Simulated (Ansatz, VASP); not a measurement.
## Al2GaP3 in VASP and in Ansatz

```xyz
12
Lattice="-3.8985 3.8928 -0.0004 3.8994 3.8936 0.0046 1.9441 -1.9508 -8.2575" Properties=species:S:1:pos:R:3 pbc="T T T"
Al    3.8968    3.8926   -5.4963
Al   -0.0028    3.8908   -5.5036
Al   -1.9506    1.9428   -2.7520
Al    1.9479    1.9433   -2.7520
Ga    0.0009   -0.0006    0.0028
Ga    0.0026    3.8926   -0.0008
P    -0.0013    1.9443   -1.3827
P    -0.0026    5.8406   -1.3800
P    -0.0020    1.9439   -6.8744
P     3.8936    1.9466   -6.8712
P    -1.9506    3.8890   -4.1284
P     1.9449    3.8915   -4.1260
```

Change from the starting cell: cell x2, atoms moved at random (sigma 0.15 Å) and cell strained at random (1.5 %), then relaxed without symmetry.

Alike in both runs: functional PBE; k mesh 4 × 4 × 4; occupations gaussian, width 0.1 eV; no spin polarisation.

Ansatz relaxed the structure, and its values are those at the end. VASP's run is a single point on that final structure, the one shown.

|  | VASP | Ansatz |
| --- | --- | --- |
| version | VASP 6.6.1 | Ansatz 0.2.0 |
| potentials or method | VASP PAW PBE potentials, release 64 (Al, Ga_d, P), cutoff 500 eV | scalar-relativistic, plane waves, PAW |
| valence electrons in the cell | 68 | 68 |

Ansatz gave:

```
gap on the k mesh at the Fermi level (eV) : 1.64
least direct gap on the mesh (eV)         : 1.64
pressure (GPa)                            : 0.0
rms of the force components (eV/Å)        : 0.007
```

Problem. What did VASP give for the same quantities?

Solution. gap on the k mesh at the Fermi level (eV): 1.64; least direct gap on the mesh (eV): 1.64; pressure (GPa): -0.1; rms of the force components (eV/Å): 0.007.
